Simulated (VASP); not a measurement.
A run of VASP 6.6.1 is set up as follows.

Contents of INCAR:

```
  PREC = Accurate
  ENCUT = 520
  EDIFF = 1E-6
  ISMEAR = 0
  SIGMA = 0.15
  LREAL = F
  LASPH = T
  NELM = 100
  ALGO = Fast
  ISIF = 2
  LWAVE = F
  LCHARG = F
  GGA = PE
  IVDW = 12
  NBANDS = 14
```

KPOINTS

```
Automatic mesh
0
Gamma
  18 18 4
```

The input POSCAR:

```
Al
1.0
    2.8144222650      0.0000000000      0.0000000000
   -1.4072111325      2.4373611785      0.0000000000
    0.0000000000      0.0000000000      9.2410470710
Al
4
Direct
    0.0000000000      0.0000000000      0.0000000000
    0.4482116708      0.8964233416      0.2348502016
    0.0000000000      0.0000000000      0.5000000000
    0.6666666667      0.3333333333      0.7500000000
```

Potentials or basis: VASP PAW PBE potentials, release 64 (Al).

Launch:

```console
$ cat potpaw_PBE.64/Al/POTCAR > POTCAR
$ mpirun -np 1 vasp_std > vasp.out
```

Question: Predict the pressure.

Answer: 1.4 GPa.

Question: Estimate the largest force.

Answer: 0.996 eV/Å.

Question: What does it give for the dispersion energy per atom?

Answer: -0.351 eV.

Stress tensor (GPa, compression positive):
```
 1.24  0.00  0.00
 0.00 -0.45 -0.57
 0.00 -0.57  3.26
```

Caveat: the cell differs from its parent crystal (atom 2 (Al) moved by +0.560 Å along [1 2 0] and -0.140 Å along [0 0 1]).
